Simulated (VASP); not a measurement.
# HfGe (P4/mmm) in VASP: notebook

Aim: see how the results for HfGe move with the level of theory and the settings. Levels: HF, PBEsol-based screened hybrid with 25 % exact exchange. Tasks: single point.

All numbers are computed with VASP 6.6.1; they aren't measurements. Logs are shortened: lines on timing, memory, paths and dates and some standing lists are left out, and cuts for length are marked.

## Step 1: The cell of the first run

The structure is tetragonal, space group P4/mmm (No. 123). The conventional cell has a = 3.220 Å, b = 3.220 Å, c = 4.108 Å, α = 90.00°, β = 90.00°, γ = 90.00°. Hf (site symmetry 4/mmm) has 4 Ge at 2.28 Å within 3.0 Å. Ge (site symmetry 4/mmm) has 4 Hf at 2.28 Å within 3.0 Å.

## Step 2: Single point, HF

Input file POSCAR:

```
HfGe
1.0
    3.2196660000      0.0000000000      0.0000000000
    0.0000000000      3.2196660000      0.0000000000
    0.0000000000      0.0000000000      4.1084277000
Hf Ge
1 1
Direct
    0.5000000000      0.5000000000      0.0000000000
    0.0000000000      0.0000000000      0.0000000000
```

Input file INCAR.step1:

```
PREC = Accurate ; ENCUT = 520
EDIFF = 1E-5 ; ISMEAR = -1
SIGMA = 0.05 ; LREAL = F
LASPH = T ; NELM = 60
ALGO = Normal ; ISIF = 2
LWAVE = T ; LCHARG = F
GGA = PE ; NBANDS = 19
```

Input file INCAR.step2:

```
PREC = Accurate ; ENCUT = 520
EDIFF = 1E-6 ; ISMEAR = -1
SIGMA = 0.05 ; LREAL = F
LASPH = T ; NELM = 60
ALGO = Normal ; ISIF = 2
LWAVE = F ; LCHARG = F
GGA = PE ; LHFCALC = T
AEXX = 1.0 ; ALDAC = 0.0
AGGAC = 0.0 ; PRECFOCK = Normal
ISTART = 1 ; NBANDS = 19
```

Input file KPOINTS:

```
Automatic mesh
0
Gamma
  4 4 4
```

Potentials or basis: VASP PAW PBE potentials, release 64 (Hf_pv, Ge_d).

Launch:

```bash
$ cat potpaw_PBE.64/Hf_pv/POTCAR potpaw_PBE.64/Ge_d/POTCAR > POTCAR
$ cp INCAR.step1 INCAR
$ mpirun -np 1 vasp_std > vasp.out
$ cp INCAR.step2 INCAR
$ mpirun -np 1 vasp_std > vasp.out
```

OUTCAR:

```text
PREC = Accurate
   ENCUT = 520
   EDIFF = 1E-6
   ISMEAR = -1
   LREAL = F
   LASPH = T
   NELM = 60
   ISIF = 2
   GGA = PE
   LHFCALC = T
   AEXX = 1.0
   PRECFOCK = Normal
   ISTART = 1

 ion  position               nearest neighbor table
   1  0.500  0.500  0.000-   2 2.28   2 2.28   2 2.28   2 2.28
   2  0.000  0.000  0.000-   1 2.28   1 2.28   1 2.28   1 2.28

  LATTYP: Found a simple tetragonal cell.
 ALAT       =     3.2196660000
 C/A-ratio  =     1.2760415832

  Lattice vectors:

 A1 = (   3.2196660000,   0.0000000000,   0.0000000000)
 A2 = (   0.0000000000,   3.2196660000,   0.0000000000)
 A3 = (   0.0000000000,   0.0000000000,   4.1084277000)

Analysis of symmetry for initial positions (statically):
=====================================================================
 Subroutine PRICEL returns:
 Original cell was already a primitive cell.

 Routine SETGRP: Setting up the symmetry group for a
 simple tetragonal supercell.

 Subroutine GETGRP returns: Found 16 space group operations
 (whereof 16 operations were pure point group operations)
 out of a pool of 16 trial point group operations.

The static configuration has the point symmetry D_4h.

Analysis of symmetry for dynamics (positions and initial velocities):
=====================================================================
 Subroutine PRICEL returns:
 Original cell was already a primitive cell.

 Routine SETGRP: Setting up the symmetry group for a
 simple tetragonal supercell.

 Subroutine GETGRP returns: Found 16 space group operations
 (whereof 16 operations were pure point group operations)
 out of a pool of 16 trial point group operations.

The dynamic configuration has the point symmetry D_4h.

 Subroutine INISYM returns: Found 16 space group operations
 (whereof 16 operations are pure point group operations),
 and found     1 'primitive' translations

----------------------------------------------------------------------------------------

                                     Primitive cell

  volume of cell :      42.5890

[... 79 lines left out ...]
   ENCUT  =  520.0 eV  38.22 Ry    6.18 a.u.   5.99  5.99  7.64*2*pi/ulx,y,z
   NELM   =     60;   NELMIN=  2; NELMDL=  0     # of ELM steps
   EDIFF  = 0.1E-05   stopping-criterion for ELM
   LREAL  =      F    real-space projection
   EDIFFG = 0.1E-04   stopping-criterion for IOM
   NSW    =      0    number of steps for IOM
   IBRION =     -1    ionic relax: 0-MD 1-quasi-New 2-CG
   NFREE  =      0    steps in history (QN), initial steepest desc. (CG)
   ISIF   =      2    stress and relaxation
   ISYM   =      3    0-nonsym 1-usesym 2-fastsym
   POTIM  = 0.5000    time-step for ionic-motion
   TEBEG  =    0.0;   TEEND  =   0.0 temperature during run
   PSTRESS=    0.0 pullay stress
   NELECT =      24.0000    total number of electrons
   NUPDOWN=      -1.0000    fix difference up-down
   EMIN   =  10.00;   EMAX   =-10.00  energy-range for DOS
   EFERMI =   0.00;   METHOD = LEGACY
   ISMEAR =    -1;   SIGMA  =   0.05  broadening in eV -4-tet -1-fermi 0-gaus
   EFERMI_NEDOS =   21; number of points for ismear=-14 and -15
   IALGO  =     38    algorithm
   IMIX   =      1    mixing-type and parameters
     AMIX     =   0.40;   BMIX     =  1.00
     AMIX_MAG =   1.60;   BMIX_MAG =  1.00
  volume/ion in A,a.u.               =      21.29       143.70
  Fermi-wavevector in a.u.,A,eV,Ry     =   1.352216  2.555318 24.878100  1.828489
  Thomas-Fermi vector in A             =   2.479573
   LORBIT       =      0    0 simple, 1 ext, 2 COOP (PROOUT), +10 PAW based schemes
   GGA     = PE    functional components
   LHFCALC =     T    Hartree Fock is set to
   PRECFOCK=normal    Normal, Fast or Accurate (Low or Medium for compatibility)
   ENCUT4O =  -1.0   cutoff for four orbital integrals eV
   NKREDX  =     1    reduce k-point grid by
   NKREDY  =     1    reduce k-point grid by
   NKREDZ  =     1    reduce k-point grid by
   AEXX    =    1.0000 exact exchange contribution
   HFSCREEN=    0.0000 screening length (either q_TF or 0.3 A-1)
   HFSCREENC=   0.0000 screening length for correlation (either q_TF or 0.3 A-1)
   ENCUTFOCK=  -1.0 apply spherical cutoff to Coloumb kernel
   IVDW    =     0    specifies the selected vdW correction
   LEPSILON=     F    determine dielectric tensor
   LRPA    =     F    only Hartree local field effects (RPA)
 non-spin polarized calculation
  energy-cutoff  :      520.00
  volume of cell :       42.59
 maximum number of plane-waves:      1171
 NGX is ok and might be reduce to    24
  NGX = 18; NGY = 18; NGZ = 24

 number of electron      23.9999991 magnetization

 Free energy of the ion-electron system (eV)
  ---------------------------------------------------
  ext. energy  EPLUGINS =         0.00000000
  ---------------------------------------------------
  free energy    TOTEN  =       -22.43870986 eV

  energy without entropy =      -22.43519480  energy(sigma->0) =      -22.43695233

 E-fermi :   7.4829     XC(G=0):   0.0000

 val. band max:        4.8639402489   @ k =   0.5000   0.5000   0.5000
 cond. band min:       7.5378496247   @ k =   0.2500   0.2500   0.0000
 fundamental gap:      2.6739093758
 Fermi energy:         7.4829171117

 k-point     1 :       0.0000    0.0000    0.0000
  band No.  band energies     occupation
      1     -34.9136      2.00000
      2     -34.9136      2.00000
      3     -34.8912      2.00000
      4     -32.4457      2.00000
      5     -32.4439      2.00000
      6     -32.3360      2.00000
[... 373 lines left out ...]
      6     -32.3199      2.00000
[... 11 lines left out ...]
     18      17.7013      0.00000
     19      21.1667      0.00000

------------------------ aborting loop because EDIFF is reached ----------------------------------------

  FORCE on cell =-STRESS in cart. coord.  units (eV):
  Direction    XX          YY          ZZ          XY          YZ          ZX
  --------------------------------------------------------------------------------------
  -------------------------------------------------------------------------------------
  Total       27.1556136     27.1556136      1.8072981      0.0000000      0.0000000      0.0000000
  in kB     1021.5812445   1021.5812445     67.9896943      0.0000000      0.0000000      0.0000000
  external PRESSURE =     703.7173944 kB  Pullay stress =       0.0000000 kB

 VOLUME and BASIS-vectors are now :
 -----------------------------------------------------------------------------
  energy-cutoff  :      520.00
  volume of cell :       42.59
      direct lattice vectors                 reciprocal lattice vectors
     3.219666000  0.000000000  0.000000000     0.310591223  0.000000000  0.000000000
     0.000000000  3.219666000  0.000000000     0.000000000  0.310591223  0.000000000
     0.000000000  0.000000000  4.108427700     0.000000000  0.000000000  0.243402117

 POSITION                                       TOTAL-FORCE (eV/Angst)
 -----------------------------------------------------------------------------------
      1.60983      1.60983      0.00000         0.000000      0.000000      0.000000
      0.00000      0.00000      0.00000         0.000000      0.000000      0.000000
 -----------------------------------------------------------------------------------
    total drift:                               -0.000001      0.000002     -0.000019

  FREE ENERGIE OF THE ION-ELECTRON SYSTEM (eV)
  ---------------------------------------------------
  free  energy   TOTEN  =       -22.4387098613 eV

  energy  without entropy=      -22.4351948041  energy(sigma->0) =      -22.43695233
```

Run time: 26 min. Hardware: 1 thread of Intel Xeon 8259CL, shared host; peak memory 0.18 GiB.

What came out:

```yaml
Free_energy: -22.4387 eV
Pressure: 70.4 GPa
Band_gap_on_the_k_mesh: zero (bands 12 and 13 overlap by 6.76 eV)
```

Stress tensor (GPa, compression positive):
```
102.16   0.00   0.00
  0.00 102.16   0.00
  0.00   0.00   6.80
```

Caveat: the k points lie up to 0.49 Å⁻¹ apart, too coarse for converged energies and pressures of a metal; the PAW data sets were made with another functional, which shifts forces and pressure a little; spin-orbit coupling is left out, which moves the levels of the heavy elements.

## Step 3: Single point, PBEsol-based screened hybrid with 25 % exact exchange

This run uses another cell than the first one, of 21.89 Å³/atom.

Input file POSCAR:

```
HfGe
1.0
    3.7318759919      0.0000000000      0.0000000000
    0.0000000000      3.7318759919      0.0000000000
    0.0000000000      0.0000000000      3.1429242626
Hf Ge
1 1
Direct
    0.5000000000      0.5000000000      0.0000000000
    0.0000000000      0.0000000000      0.0000000000
```

Input file INCAR.step1:

```
SYSTEM = HfGe
ALGO = Normal
EDIFF = 1E-5
ENCUT = 520
GGA = PE
ISIF = 2
ISMEAR = -1
LASPH = .TRUE.
LCHARG = .FALSE.
LREAL = .FALSE.
LWAVE = .TRUE.
NBANDS = 19
NELM = 60
PREC = Accurate
SIGMA = 0.05
```

Input file INCAR.step2:

```
SYSTEM = HfGe
AEXX = 0.25
ALGO = Normal
EDIFF = 1E-6
ENCUT = 520
GGA = PS
HFSCREEN = 0.207
ISIF = 2
ISMEAR = -1
ISTART = 1
LASPH = .TRUE.
LCHARG = .FALSE.
LHFCALC = .TRUE.
LREAL = .FALSE.
LWAVE = .FALSE.
NBANDS = 19
NELM = 60
PREC = Accurate
PRECFOCK = Normal
SIGMA = 0.05
```

Input file KPOINTS:

```
k-points
0
G
  4 4 4
  0 0 0
```

Potentials or basis: VASP PAW PBE potentials, release 64 (Hf_pv, Ge_d).

Launch:

```bash
$ cat potpaw_PBE.64/Hf_pv/POTCAR potpaw_PBE.64/Ge_d/POTCAR > POTCAR
$ cp INCAR.step1 INCAR
$ mpirun -np 1 vasp_std > vasp.out
$ cp INCAR.step2 INCAR
$ mpirun -np 1 vasp_std > vasp.out
```

Wall time 28 min (1 thread of Intel Xeon 8259CL, shared host); peak memory 0.28 GiB.

The run converged. Its results:

* Free energy: -17.0225 eV
* Pressure: -0.9 GPa
* Band gap on the k mesh: zero (bands 12 and 13 overlap by 1.86 eV)

Stress tensor (GPa, compression positive):
```
-1.13  0.00  0.00
 0.00 -1.13  0.00
 0.00  0.00 -0.53
```

Levels at points of the mesh, in eV from the Fermi level:
```tsv
k point	band 10	band 11	band 12	band 13	band 14	band 15
(0.00, 0.00, 0.00)	-2.06	-1.13	1.05	1.05	2.26	4.84
(0.50, 0.00, 0.00)	-6.24	-2.42	-1.34	2.48	4.03	5.00
(0.50, 0.50, 0.00)	-3.00	-3.00	-1.97	3.53	3.83	3.83
(0.00, 0.00, 0.50)	-4.14	0.11	1.30	1.30	2.76	2.98
(0.50, 0.00, 0.50)	-4.32	-4.06	-1.42	1.52	1.78	4.33
(0.50, 0.50, 0.50)	-1.43	-1.27	-1.27	-0.54	-0.54	4.22
```

Caveat: the k points lie up to 0.50 Å⁻¹ apart, too coarse for converged energies and pressures of a metal; the PAW data sets were made with another functional, which shifts forces and pressure a little; spin-orbit coupling is left out, which moves the levels of the heavy elements.

The gap in the log of VASP goes by the Fermi energy; the results here count the filled bands.